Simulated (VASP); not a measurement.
A run of VASP 6.6.1 is set up as follows.

INCAR

```
  PREC = Accurate
  ENCUT = 520
  EDIFF = 1E-6
  ISMEAR = 0
  SIGMA = 0.1
  LREAL = F
  LASPH = T
  NELM = 100
  ALGO = Normal
  ISIF = 2
  LWAVE = F
  LCHARG = T
  GGA = PE
  LELF = T
  LVHAR = T
  NBANDS = 17
```

File KPOINTS:

```
regular mesh
0
Gamma
  6 6 2
```

POSCAR

```
Li4BH
1.0
    3.2407113000      0.0000000000      0.0000000000
   -1.6203556500      2.8065383100      0.0000000000
    0.0000000000      0.0000000000      9.8126645700
Li B H
4 1 1
Direct
    0.3333333300      0.6666666700      0.8596523400
    0.6666666700      0.3333333300      0.1403476600
    0.3333333300      0.6666666700      0.3683278600
    0.6666666700      0.3333333300      0.6316721400
    0.0000000000      0.0000000000      0.0000000000
    0.0000000000      0.0000000000      0.5000000000
```

Potentials or basis: VASP PAW PBE potentials, release 64 (Li_sv, B, H).

Run with:

```bash
$ cat potpaw_PBE.64/Li_sv/POTCAR potpaw_PBE.64/B/POTCAR potpaw_PBE.64/H/POTCAR > POTCAR
$ mpirun -np 1 vasp_std > vasp.out
```

(1) Estimate the largest force.

(2) Estimate the band gap on the k mesh.

Results:

(1) 0.443 eV/Å.

(2) zero (bands 8 and 9 overlap by 0.53 eV).

Caveat: the k points lie up to 0.37 Å⁻¹ apart, too coarse for converged energies and pressures of a metal.
